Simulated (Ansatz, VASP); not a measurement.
# WC in VASP and in Ansatz

```xyz
2
Lattice="0.0000 2.1904 2.1904 2.1904 0.0000 2.1904 2.1904 2.1904 0.0000" Properties=species:S:1:pos:R:3 pbc="T T T"
W     2.1904    2.1904    2.1904
C     0.0000    0.0000    0.0000
```

Alike in both runs: task single point; functional PBE; k mesh 8 × 8 × 8; occupations gaussian, width 0.1 eV; no spin polarisation.

```csv
,VASP,Ansatz
version,VASP 6.6.1,Ansatz 0.2.0
potentials or method,"VASP PAW PBE potentials, release 64 (W_sv, C), cutoff 600 eV","scalar-relativistic, plane waves, PAW"
valence electrons in the cell,18,18
```

VASP gave:

| Property | Result |
| --- | --- |
| gap on the k mesh at the Fermi level (eV) | none |
| pressure (GPa) | 0.9 |

Problem. Which values does Ansatz return?

Solution. gap on the k mesh at the Fermi level (eV): none; pressure (GPa): 0.1.

A gap of «none» marks a metal or a gap that the smearing closes. With one functional, cell and mesh, what is left measures potentials, basis and numerics.

Neither program's run includes spin-orbit coupling.
